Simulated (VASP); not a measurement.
The system is NbPdSe4.

```
Nb Pd Se
1.0
     4.81292    0.00000    0.00000
    -2.40646    4.16811    0.00000
     0.00000    0.00000    5.67350
Nb Pd Se
1 1 4
Direct
  0.00000 0.00000 0.00000
  0.00000 0.00000 0.50000
  0.33333 0.66667 0.77020
  0.33333 0.66667 0.22980
  0.66667 0.33333 0.77020
  0.66667 0.33333 0.22980
```

```yaml
Program: VASP 6.6.1
Task: relaxation of cell and atoms
Functional: PBE
Potentials_or_basis: VASP PAW PBE potentials, release 64 (Nb_sv, Pd, Se)
Cutoff: 600 eV
k_mesh: 6 × 6 × 4
Occupations: gaussian, width 0.1 eV
Spin: no spin polarisation
```

At the start: pressure 0.7 GPa; volume 18.97 Å³/atom.

Where does the relaxation end?

Over 6 steps the energy falls by 6.5 meV/atom and the volume is 19.14 Å³/atom (+0.9 %); space group P6/mmm (No. 191, to 0.05 Å).

The path:
```tsv
step	energy change (eV)	largest force (eV/Å)	pressure (GPa)	volume (Å³)
1	0.0000	0.1055	0.65	113.81
2	-0.0276	0.1988	-0.47	115.07
3	-0.0283	0.2159	-0.66	115.30
4	-0.0365	0.0978	0.33	114.33
5	-0.0366	0.0872	0.42	114.24
6	-0.0392	0.0082	0.10	114.83
```

Final structure:
```yaml
crystal:
  lattice:
    - [4.77365, 0.00000, 0.00000]
    - [-2.38683, 4.13410, 0.00000]
    - [0.00000, 0.00000, 5.81852]
  atoms:
    - { symbol: Nb, position: [0.00000, 0.00000, 0.00000] }
    - { symbol: Pd, position: [0.00000, 0.00000, 0.50000] }
    - { symbol: Se, position: [0.33333, 0.66667, 0.77499] }
    - { symbol: Se, position: [0.33333, 0.66667, 0.22501] }
    - { symbol: Se, position: [0.66667, 0.33333, 0.77499] }
    - { symbol: Se, position: [0.66667, 0.33333, 0.22501] }
```
